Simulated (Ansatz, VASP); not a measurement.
**Two plane-wave programs on K**

```
CELL_PARAMETERS angstrom
4.31044 0.00000 0.00000
0.00000 4.31044 0.00000
0.00000 0.00000 4.31044
ATOMIC_POSITIONS crystal
K 0.00000 0.00000 0.00000
```

Alike in both runs: task single point; functional PBE; k mesh 10 × 10 × 10; occupations gaussian, width 0.1 eV; no spin polarisation.

|  | VASP | Ansatz |
| --- | --- | --- |
| version | VASP 6.6.1 | Ansatz 0.2.0 |
| potentials or method | VASP PAW PBE potentials, release 64 (K_sv), cutoff 520 eV | scalar-relativistic, plane waves, PAW |
| valence electrons in the cell | 9 | 9 |

|  | VASP | Ansatz | Ansatz less VASP |
| --- | --- | --- | --- |
| gap on the k mesh at the Fermi level (eV) | none | none | - |
| pressure (GPa) | 0.0 | 0.0 | +0.01 |

A gap of «none» marks a metal or a gap that the smearing closes.
